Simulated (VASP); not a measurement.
Set up this calculation in VASP 6.6.1, as the native input.

- Task: single point
- Functional: PBEsol
- Potentials or basis: VASP PAW PBE potentials, release 64 (Na_pv, Ba_sv)
- Cutoff: 520 eV
- k mesh: 2 × 2 × 2
- Occupations: gaussian, width 0.1 eV
- Spin: no spin polarisation
- Dipole correction: no
- Further INCAR settings: ALGO = Normal; EDIFF = 1e-07; NBANDS = 26

The structure of Ba3Na lies in POSCAR:

```
Ba3Na
1.0
    6.2250797163      0.0250380787     -0.1012836540
    0.0250380787      6.2618302072     -0.0353809052
   -0.1012836540     -0.0353809052      6.2839993336
Na Ba
1 3
Direct
   -0.0014051578     -0.0061781507      0.0168896168
    0.0044117566      0.5084965092      0.5066110644
    0.4984864231     -0.0240463348      0.4879970041
    0.4935420997      0.5011133537      0.0152215290
```

The input as run:

INCAR

```
  ALGO = Normal
  EDIFF = 1E-7
  ENCUT = 520
  GGA = PS
  ISIF = 2
  ISMEAR = 0
  LASPH = True
  LCHARG = False
  LREAL = False
  LWAVE = False
  NBANDS = 26
  NELM = 100
  PREC = Accurate
  SIGMA = 0.1
```

KPOINTS

```
k-points
0
Gamma
  2 2 2
```

Potentials or basis: VASP PAW PBE potentials, release 64 (Na_pv, Ba_sv).

The run is started by

```sh
$ cat potpaw_PBE.64/Na_pv/POTCAR potpaw_PBE.64/Ba_sv/POTCAR > POTCAR
$ mpirun -np 1 vasp_std > vasp.out
```

It gave:

The pressure is -0.4 GPa and the largest force is 0.475 eV/Å.

Caveat: the k points lie up to 0.50 Å⁻¹ apart; the PAW data sets were made with another functional, which shifts forces and pressure a little.

Wall time 71 s on 1 thread of Intel(R) Xeon(R) Platinum 8259CL CPU @ 2.50GHz (Skylake/Cascade Lake), on a shared host, peak memory 0.32 GiB.
